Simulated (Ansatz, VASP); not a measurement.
## SiC: VASP beside Ansatz

```
Si C
1.0
     3.07600    0.00000    0.00000
    -1.53800    2.66389    0.00000
     0.00000    0.00000    5.04800
Si C
2 2
Direct
  0.33333 0.66667 0.00000
  0.66667 0.33333 0.50000
  0.33333 0.66667 0.38500
  0.66667 0.33333 0.88500
```

Alike in both runs: task single point; functional PBE; k mesh 12 × 12 × 4; occupations fermi-dirac, width 0.05 eV; no spin polarisation.

|  | VASP | Ansatz |
| --- | --- | --- |
| version | VASP 6.6.1 | Ansatz 0.2.0 |
| potentials or method | VASP PAW PBE potentials, release 64 (Si, C) | plane waves, PAW |
| plane-wave cutoff (eV) | 520 | 420 |
| valence electrons in the cell | 16 | 16 |

```tsv
	VASP	Ansatz	Ansatz less VASP
pressure (GPa)	3.6	3.7	+0.05
traceless stress, the component that is largest in VASP (GPa)	-3.24	-3.26	-0.022
```

With one functional, cell and mesh, what is left measures potentials, basis and numerics.
